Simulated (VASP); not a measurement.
# B32HN32 (a cell with a defect) in VASP: a series of runs

B32HN32 (a cell with a defect) is run at these levels: PBEsol, r2SCAN; tasks: single point.

All numbers are computed with VASP 6.6.1; they aren't measurements. Logs are shortened: lines on timing, memory, paths and dates and some standing lists are left out, and cuts for length are marked.

## 1. The cell of the first run

The cell holds a defect, 65 atoms: a = 7.212 Å, b = 7.212 Å, c = 7.212 Å, α = 90.00°, β = 90.00°, γ = 90.00°.

## 2. Single point, PBEsol

The input, INCAR:

```
ALGO = Normal ; EDIFF = 1E-7
ENCUT = 520 ; GGA = PS
ISIF = 2 ; ISMEAR = -1
ISYM = 0 ; LASPH = True
LCHARG = False ; LREAL = Auto
LWAVE = False ; NBANDS = 166
NELECT = 256.0 ; NELM = 100
PREC = Accurate ; SIGMA = 0.05
```

The input, KPOINTS:

```
Automatic mesh
0
Gamma
  1 1 1
  0.25 0.25 0.25
```

The input, POSCAR:

```
B32HN32
1.0
    7.2115910000      0.0000000000      0.0000000000
    0.0000000000      7.2115910000      0.0000000000
    0.0000000000      0.0000000000      7.2115910000
B N H
32 32 1
Direct
    0.9987630000      0.9987840000      0.9988060000
    0.0029580000      0.0029860000      0.4965710000
    0.9986510000      0.4976560000      0.0001050000
    0.9990720000      0.4983230000      0.5012130000
    0.4976410000      0.9986700000      0.0001040000
    0.4982940000      0.9990980000      0.5012030000
    0.4968320000      0.4968520000      0.0017790000
    0.4965170000      0.4965350000      0.4973300000
    0.2479820000      0.2479980000      0.0000770000
    0.2487520000      0.2487800000      0.4998350000
    0.2467770000      0.7481360000      0.0011640000
    0.2488180000      0.7484300000      0.4997350000
    0.7481190000      0.2468050000      0.0011670000
    0.7484090000      0.2488520000      0.4997390000
    0.7480780000      0.7480870000      0.9998700000
    0.7716860000      0.7716960000      0.4675770000
    0.2493980000      0.9990850000      0.2491620000
    0.2480340000      0.9984460000      0.7500660000
    0.2482210000      0.4980540000      0.2502220000
    0.2471380000      0.4974340000      0.7507270000
    0.7500020000      0.0024240000      0.2455340000
    0.7468350000      0.0006610000      0.7499670000
    0.7474500000      0.4977720000      0.2476990000
    0.7477570000      0.4887690000      0.7581520000
    0.9990630000      0.2494160000      0.2491650000
    0.9984180000      0.2480620000      0.7500680000
    0.0024110000      0.7500210000      0.2455220000
    0.0006420000      0.7468630000      0.7499680000
    0.4980310000      0.2482420000      0.2502170000
    0.4974150000      0.2471560000      0.7507280000
    0.4977490000      0.7474680000      0.2476950000
    0.4887530000      0.7478170000      0.7581480000
    0.1237440000      0.1237580000      0.1249010000
    0.1241880000      0.1242030000      0.6250890000
    0.1236910000      0.6235170000      0.1252780000
    0.1236910000      0.6235100000      0.6250180000
    0.6235060000      0.1236990000      0.1252840000
    0.6234920000      0.1237030000      0.6250140000
    0.6233150000      0.6233230000      0.1246710000
    0.6122040000      0.6121900000      0.6422130000
    0.3730170000      0.3730320000      0.1262940000
    0.3737240000      0.3737310000      0.6256530000
    0.3736790000      0.8736460000      0.1250400000
    0.3735910000      0.8726570000      0.6257350000
    0.8736340000      0.3736980000      0.1250390000
    0.8726390000      0.3735960000      0.6257430000
    0.8742320000      0.8742410000      0.1236940000
    0.8753510000      0.8753640000      0.6219310000
    0.3742980000      0.1234500000      0.3757290000
    0.3730420000      0.1230810000      0.8752390000
    0.3746190000      0.6241920000      0.3754210000
    0.3695430000      0.6225800000      0.8789820000
    0.8743420000      0.1250330000      0.3741670000
    0.8733280000      0.1230130000      0.8745620000
    0.8752530000      0.6244640000      0.3720710000
    0.8729740000      0.6227940000      0.8750400000
    0.1234290000      0.3743160000      0.3757330000
    0.1230680000      0.3730570000      0.8752360000
    0.1250180000      0.8743550000      0.3741680000
    0.1229950000      0.8733370000      0.8745560000
    0.6241860000      0.3746300000      0.3754210000
    0.6225610000      0.3695360000      0.8789950000
    0.6244430000      0.8752660000      0.3720800000
    0.6227860000      0.8729830000      0.8750430000
    0.7145300000      0.7143810000      0.6437040000
```

Potentials or basis: VASP PAW PBE potentials, release 64 (B, N, H).

Run with:

```bash
$ cat potpaw_PBE.64/B/POTCAR potpaw_PBE.64/N/POTCAR potpaw_PBE.64/H/POTCAR > POTCAR
$ mpirun -np 1 vasp_std > vasp.out
```

OUTCAR:

```text
EDIFF = 1E-7
   ENCUT = 520
   GGA = PS
   ISIF = 2
   ISMEAR = -1
   ISYM = 0
   LASPH = True
   LREAL = Auto
   NELECT = 256.0
   NELM = 100
   PREC = Accurate

 ion  position               nearest neighbor table
   1  0.999  0.999  0.999-  54 1.56  60 1.56  47 1.56  33 1.57
   2  0.003  0.003  0.497-  34 1.55  53 1.55  59 1.55  48 1.58
   3  0.999  0.498  0.000-  58 1.56  45 1.56  56 1.57  35 1.57
   4  0.999  0.498  0.501-  36 1.56  57 1.56  46 1.56  55 1.58
   5  0.498  0.999  0.000-  50 1.56  43 1.56  64 1.57  37 1.57
   6  0.498  0.999  0.501-  38 1.56  49 1.56  44 1.56  63 1.58
[... 56 lines left out ...]
  63  0.624  0.875  0.372-  16 1.47  31 1.58   6 1.58  21 1.58
  64  0.623  0.873  0.875-  15 1.56   5 1.57  32 1.57  22 1.57
  65  0.715  0.714  0.644-  40 1.04  16 1.40

IMPORTANT INFORMATION: All symmetrisations will be switched off!
NOSYMM: (Re-)initialisation of all symmetry stuff for point group C_1.

----------------------------------------------------------------------------------------

                                     Primitive cell

  volume of cell :     375.0535

  direct lattice vectors                    reciprocal lattice vectors
     7.211591000  0.000000000  0.000000000     0.138665656  0.000000000  0.000000000
     0.000000000  7.211591000  0.000000000     0.000000000  0.138665656  0.000000000
     0.000000000  0.000000000  7.211591000     0.000000000  0.000000000  0.138665656

  length of vectors
     7.211591000  7.211591000  7.211591000     0.138665656  0.138665656  0.138665656

  position of ions in fractional coordinates (direct lattice)
     0.998763000  0.998784000  0.998806000
     0.002958000  0.002986000  0.496571000
     0.998651000  0.497656000  0.000105000
     0.999072000  0.498323000  0.501213000
     0.497641000  0.998670000  0.000104000
     0.498294000  0.999098000  0.501203000
[... 57 lines left out ...]
     0.622786000  0.872983000  0.875043000
     0.714530000  0.714381000  0.643704000

  ion indices of the primitive-cell ions
   primitive index   ion index
                 1           1
                 2           2
                 3           3
                 4           4
                 5           5
                 6           6
[... 57 lines left out ...]
                64          64
                65          65

----------------------------------------------------------------------------------------

 KPOINTS: Automatic mesh

Automatic generation of k-mesh.
 Grid dimensions read from file:
 generate k-points for:    1    1    1

 Generating k-lattice:

  Cartesian coordinates                     Fractional coordinates (reciprocal lattice)
     0.138665656  0.000000000  0.000000000     1.000000000  0.000000000  0.000000000
     0.000000000  0.138665656  0.000000000     0.000000000  1.000000000  0.000000000
     0.000000000  0.000000000  0.138665656     0.000000000  0.000000000  1.000000000

  Length of vectors
     0.138665656  0.138665656  0.138665656

  Shift w.r.t. Gamma in fractional coordinates (k-lattice)
     0.250000000  0.250000000  0.250000000

 Subroutine IBZKPT returns following result:
 ===========================================

 Found      4 irreducible k-points:

 Following reciprocal coordinates:
            Coordinates               Weight
  0.250000  0.250000  0.250000      2.000000
 -0.250000  0.250000  0.250000      2.000000
 -0.250000 -0.250000  0.250000      2.000000
  0.250000 -0.250000  0.250000      2.000000
   k-points           NKPTS =      4   k-points in BZ     NKDIM =      4   number of bands    NBANDS=    166
   number of dos      NEDOS =    301   number of ions     NIONS =     65
   total plane-waves  NPLWV = 157464
   dimension x,y,z NGX =    54 NGY =   54 NGZ =   54
   dimension x,y,z NGXF=   108 NGYF=  108 NGZF=  108
   ions per type =              32  32   1
   NGX,Y,Z   is equivalent  to a cutoff of  12.45, 12.45, 12.45 a.u.
   NGXF,Y,Z  is equivalent  to a cutoff of  24.90, 24.90, 24.90 a.u.
 SYSTEM =  unknown system
   PREC   = accura    normal or accurate (medium, high low for compatibility)
   ISTART =      0    job   : 0-new  1-cont  2-samecut
   ICHARG =      2    charge: 1-file 2-atom 10-const
   ISPIN  =      1    spin polarized calculation?
   LNONCOLLINEAR =      F non collinear calculations
   LSORBIT =      F    spin-orbit coupling
   LASPH  =      T    aspherical Exc in radial PAW
   ENCUT  =  520.0 eV  38.22 Ry    6.18 a.u.  13.41 13.41 13.41*2*pi/ulx,y,z
   NELM   =    100;   NELMIN=  2; NELMDL= -5     # of ELM steps
   EDIFF  = 0.1E-06   stopping-criterion for ELM
   LREAL  =      T    real-space projection
   EDIFFG = 0.1E-05   stopping-criterion for IOM
   NSW    =      0    number of steps for IOM
   IBRION =     -1    ionic relax: 0-MD 1-quasi-New 2-CG
   NFREE  =      0    steps in history (QN), initial steepest desc. (CG)
   ISIF   =      2    stress and relaxation
   ISYM   =      0    0-nonsym 1-usesym 2-fastsym
   POTIM  = 0.5000    time-step for ionic-motion
   TEBEG  =    0.0;   TEEND  =   0.0 temperature during run
   PSTRESS=    0.0 pullay stress
   NELECT =     256.0000    total number of electrons
   NUPDOWN=      -1.0000    fix difference up-down
   EMIN   =  10.00;   EMAX   =-10.00  energy-range for DOS
   EFERMI =   0.00;   METHOD = LEGACY
   ISMEAR =    -1;   SIGMA  =   0.05  broadening in eV -4-tet -1-fermi 0-gaus
   EFERMI_NEDOS =   21; number of points for ismear=-14 and -15
   IALGO  =     38    algorithm
   IMIX   =      4    mixing-type and parameters
     AMIX     =   0.40;   BMIX     =  1.00
     AMIX_MAG =   1.60;   BMIX_MAG =  1.00
  volume/ion in A,a.u.               =       5.77        38.94
  Fermi-wavevector in a.u.,A,eV,Ry     =   1.441420  2.723888 28.268692  2.077690
  Thomas-Fermi vector in A             =   2.560054
   LORBIT       =      0    0 simple, 1 ext, 2 COOP (PROOUT), +10 PAW based schemes
   GGA     = PS    functional components
   LHFCALC =     F    Hartree Fock is set to
   AEXX    =    0.0000 exact exchange contribution
   IVDW    =     0    specifies the selected vdW correction
   LEPSILON=     F    determine dielectric tensor
   LRPA    =     F    only Hartree local field effects (RPA)
 non-spin polarized calculation
  energy-cutoff  :      520.00
  volume of cell :      375.05
 maximum number of plane-waves:     10107
 NGX is ok and might be reduce to    54
   NGX = 27   NGY = 27   NGZ = 27

 number of electron     256.0000053 magnetization

 Free energy of the ion-electron system (eV)
  ---------------------------------------------------
  ext. energy  EPLUGINS =         0.00000000
  ---------------------------------------------------
  free energy    TOTEN  =      -596.23487790 eV

  energy without entropy =     -596.23487790  energy(sigma->0) =     -596.23487790

 E-fermi :   8.3961     XC(G=0): -13.0515

 val. band max:        7.1077320289   @ k =  -0.2500  -0.2500   0.2500
 cond. band min:      11.7292719340   @ k =   0.2500   0.2500   0.2500
 fundamental gap:      4.6215399050
 Fermi energy:         8.3960707678

 k-point     1 :       0.2500    0.2500    0.2500
  band No.  band energies     occupation
      1     -12.6626      2.00000
      2     -11.7832      2.00000
      3     -11.5618      2.00000
      4     -11.4589      2.00000
      5     -10.7356      2.00000
      6     -10.5835      2.00000
[... 132 lines left out ...]
    139      15.6577      0.00000
    140      15.7190      0.00000

 k-point     2 :      -0.2500    0.2500    0.2500
  band No.  band energies     occupation
      1     -12.6645      2.00000
      2     -11.7853      2.00000
      3     -11.5490      2.00000
      4     -11.4527      2.00000
      5     -10.7478      2.00000
      6     -10.5973      2.00000
[... 132 lines left out ...]
    139      15.6632      0.00000
    140      15.7170      0.00000

 k-point     3 :      -0.2500   -0.2500    0.2500
  band No.  band energies     occupation
      1     -12.6568      2.00000
      2     -11.8634      2.00000
      3     -11.4583      2.00000
      4     -11.4548      2.00000
      5     -10.7848      2.00000
      6     -10.5231      2.00000
[... 132 lines left out ...]
    139      15.7205      0.00000
    140      15.7301      0.00000

 k-point     4 :       0.2500   -0.2500    0.2500
  band No.  band energies     occupation
      1     -12.6645      2.00000
      2     -11.7853      2.00000
      3     -11.5490      2.00000
      4     -11.4528      2.00000
      5     -10.7478      2.00000
      6     -10.5973      2.00000
[... 132 lines left out ...]
    139      15.6633      0.00000
    140      15.7169      0.00000
 [bands above 140 left out]

------------------------ aborting loop because EDIFF is reached ----------------------------------------

  FORCE on cell =-STRESS in cart. coord.  units (eV):
  Direction    XX          YY          ZZ          XY          YZ          ZX
  --------------------------------------------------------------------------------------
  -------------------------------------------------------------------------------------
  Total       -3.5276787     -3.5208879     -0.4593945      1.6884824     -4.9596581     -4.9473520
  in kB      -15.0697602    -15.0407510     -1.9624702      7.2129656    -21.1869799    -21.1344099
  external PRESSURE =     -10.6909938 kB  Pullay stress =       0.0000000 kB

 VOLUME and BASIS-vectors are now :
 -----------------------------------------------------------------------------
  energy-cutoff  :      520.00
  volume of cell :      375.05
      direct lattice vectors                 reciprocal lattice vectors
     7.211591000  0.000000000  0.000000000     0.138665656  0.000000000  0.000000000
     0.000000000  7.211591000  0.000000000     0.000000000  0.138665656  0.000000000
     0.000000000  0.000000000  7.211591000     0.000000000  0.000000000  0.138665656

 POSITION                                       TOTAL-FORCE (eV/Angst)
 -----------------------------------------------------------------------------------
      7.20267      7.20282      7.20298         0.051446      0.050225      0.050800
      0.02133      0.02153      3.58107         0.040427      0.037201      0.086130
      7.20186      3.58889      0.00076         0.048907      0.050681      0.051369
      7.20490      3.59370      3.61454         0.053048      0.040859      0.046784
      3.58878      7.20200      0.00075         0.051284      0.047442      0.052524
      3.59349      7.20509      3.61447         0.043442      0.051540      0.048140
[... 57 lines left out ...]
      4.49128      6.29560      6.31045        -0.063825     -0.049609     -0.047837
      5.15290      5.15182      4.64213        -0.047943     -0.045739      0.020292
 -----------------------------------------------------------------------------------
    total drift:                               -0.006860     -0.007215     -0.001071

  FREE ENERGIE OF THE ION-ELECTRON SYSTEM (eV)
  ---------------------------------------------------
  free  energy   TOTEN  =      -596.2348779023 eV

  energy  without entropy=     -596.2348779023  energy(sigma->0) =     -596.23487790
```

Wall time 5.5 min (1 thread of Intel Xeon Platinum 8488C (Sapphire Rapids), shared host); peak memory 0.47 GiB.

What came out:

| Item | Value |
| --- | --- |
| Free energy | -596.2349 eV |
| Largest force | 0.113 eV/Å |

Forces on the atoms (eV/Å):
```
B    0.051  0.050  0.051
B    0.040  0.037  0.086
B    0.049  0.051  0.051
B    0.053  0.041  0.047
B    0.051  0.047  0.053
B    0.043  0.052  0.048
B    0.054  0.053  0.056
B    0.037  0.034  0.057
B    0.053  0.053  0.051
B    0.052  0.050  0.086
B    0.054  0.077  0.054
B    0.049  0.050  0.052
B    0.078  0.049  0.055
B    0.051  0.044  0.052
B    0.052  0.052  0.051
B    0.029  0.033 -0.002
B    0.052  0.058  0.060
B    0.043  0.054  0.050
B    0.062  0.058  0.066
B    0.056  0.044  0.052
B    0.069  0.049  0.054
B    0.048  0.029  0.037
B    0.065  0.060  0.063
B    0.067  0.045  0.045
B    0.060  0.052  0.060
B    0.056  0.040  0.050
B    0.050  0.068  0.056
B    0.030  0.046  0.037
B    0.060  0.061  0.067
B    0.044  0.053  0.052
B    0.062  0.063  0.063
B    0.052  0.057  0.043
N   -0.053 -0.052 -0.054
N   -0.048 -0.045 -0.086
N   -0.050 -0.069 -0.066
N   -0.046 -0.055 -0.057
N   -0.070 -0.048 -0.067
N   -0.055 -0.044 -0.056
N   -0.053 -0.051 -0.057
N    0.047  0.056  0.018
N   -0.055 -0.054 -0.055
N   -0.048 -0.045 -0.079
N   -0.060 -0.056 -0.054
N   -0.055 -0.052 -0.047
N   -0.057 -0.059 -0.053
N   -0.054 -0.050 -0.047
N   -0.050 -0.048 -0.055
N   -0.030 -0.028 -0.064
N   -0.049 -0.054 -0.057
N   -0.055 -0.053 -0.052
N   -0.053 -0.046 -0.059
N   -0.056 -0.080 -0.045
N   -0.056 -0.050 -0.059
N   -0.057 -0.051 -0.048
N   -0.035 -0.072 -0.055
N   -0.053 -0.063 -0.047
N   -0.054 -0.048 -0.057
N   -0.053 -0.054 -0.051
N   -0.051 -0.054 -0.060
N   -0.052 -0.054 -0.046
N   -0.049 -0.050 -0.059
N   -0.081 -0.051 -0.047
N   -0.071 -0.035 -0.056
N   -0.064 -0.050 -0.048
H   -0.048 -0.046  0.020
```

Levels at points of the mesh, in eV from the Fermi level:
| k point | band 126 | band 127 | band 128 | band 129 | band 130 | band 131 |
| --- | --- | --- | --- | --- | --- | --- |
| (0.25, 0.25, 0.25) | -2.10 | -1.35 | -1.30 | 3.33 | 4.58 | 4.60 |

Caveat: the k points lie up to 0.87 Å⁻¹ apart; the cell carries a net charge on a neutralising background, which shifts energy and pressure; the cell is charged against a uniform background, so pressure and absolute levels hang on convention; the PAW data sets were made with another functional, which shifts forces and pressure a little.

## 3. Single point, r2SCAN

POSCAR is that of step 2.

The input, INCAR.step1:

```
  PREC = Accurate
  ENCUT = 520
  ISMEAR = -1
  SIGMA = 0.05
  LREAL = Auto
  LASPH = T
  NELM = 100
  NBANDS = 166
  NELECT = 256.0
  ISYM = 0
  GGA = PE
  ALGO = Normal
  EDIFF = 1E-4
  LWAVE = T
  LCHARG = F
```

The input, INCAR.step2:

```
  PREC = Accurate
  ENCUT = 520
  EDIFF = 1E-7
  ISMEAR = -1
  SIGMA = 0.05
  LREAL = Auto
  LASPH = T
  NELM = 100
  ALGO = Normal
  ISIF = 2
  LWAVE = F
  LCHARG = F
  METAGGA = R2SCAN
  LMIXTAU = T
  NBANDS = 166
  NELECT = 256.0
  ISYM = 0
  ISTART = 1
```

KPOINTS is that of step 2.

Potentials or basis: VASP PAW PBE potentials, release 64 (B, N, H).

Run with:

```bash
$ cat potpaw_PBE.64/B/POTCAR potpaw_PBE.64/N/POTCAR potpaw_PBE.64/H/POTCAR > POTCAR
$ cp INCAR.step1 INCAR
$ mpirun -np 1 vasp_std > vasp.out
$ cp INCAR.step2 INCAR
$ mpirun -np 1 vasp_std > vasp.out
```

It took 15 min on 1 thread of Intel Xeon Platinum 8488C (Sapphire Rapids), shared host; peak memory 0.52 GiB.

Results (log left out):

* Free energy: -622.6160 eV
* Largest force: 0.715 eV/Å

Forces on the atoms (eV/Å):
```
B    0.047  0.046  0.044
B    0.076  0.072  0.104
B    0.046  0.047  0.052
B    0.075  0.028  0.064
B    0.048  0.045  0.053
B    0.031  0.074  0.066
B    0.045  0.044  0.072
B    0.002 -0.001 -0.002
B    0.045  0.045  0.054
B    0.051  0.048  0.094
B    0.060  0.047  0.050
B    0.059  0.053  0.054
B    0.048  0.056  0.051
B    0.054  0.055  0.054
B    0.050  0.051  0.046
B    0.035  0.038 -0.008
B    0.054  0.053  0.060
B    0.041  0.060  0.054
B    0.057  0.047  0.061
B    0.048  0.037  0.064
B    0.033  0.088  0.014
B    0.033  0.068  0.053
B    0.051  0.046  0.048
B    0.032  0.018  0.072
B    0.054  0.053  0.059
B    0.062  0.038  0.054
B    0.089  0.032  0.016
B    0.069  0.031  0.053
B    0.049  0.056  0.062
B    0.038  0.046  0.064
B    0.047  0.050  0.049
B    0.025  0.023  0.070
N   -0.046 -0.045 -0.057
N   -0.059 -0.057 -0.110
N   -0.061 -0.034 -0.052
N   -0.068 -0.051 -0.056
N   -0.035 -0.059 -0.053
N   -0.052 -0.066 -0.055
N   -0.051 -0.049 -0.044
N    0.470  0.478  0.142
N   -0.045 -0.043 -0.056
N   -0.037 -0.034 -0.090
N   -0.054 -0.052 -0.042
N   -0.051 -0.062 -0.037
N   -0.054 -0.054 -0.041
N   -0.064 -0.047 -0.038
N   -0.043 -0.041 -0.047
N   -0.055 -0.054 -0.140
N   -0.042 -0.056 -0.059
N   -0.049 -0.052 -0.058
N   -0.038 -0.057 -0.045
N   -0.042 -0.030 -0.065
N   -0.044 -0.059 -0.062
N   -0.058 -0.063 -0.055
N   -0.108  0.074  0.005
N   -0.050 -0.076 -0.040
N   -0.056 -0.041 -0.059
N   -0.053 -0.048 -0.057
N   -0.060 -0.042 -0.063
N   -0.063 -0.055 -0.053
N   -0.060 -0.036 -0.046
N   -0.031 -0.037 -0.067
N    0.075 -0.109  0.004
N   -0.077 -0.047 -0.041
H   -0.494 -0.490 -0.163
```

Levels at points of the mesh, in eV from the Fermi level:
```csv
k point,band 125,band 126,band 127,band 128,band 129,band 130,band 131,band 132
"(0.25, 0.25, 0.25)",-2.15,-2.14,-1.35,-1.31,4.07,5.31,5.33,5.75
```

Caveat: the k points lie up to 0.87 Å⁻¹ apart; the cell carries a net charge on a neutralising background, which shifts energy and pressure; the cell is charged against a uniform background, so pressure and absolute levels hang on convention; the PAW data sets were made with another functional, which shifts forces and pressure a little.
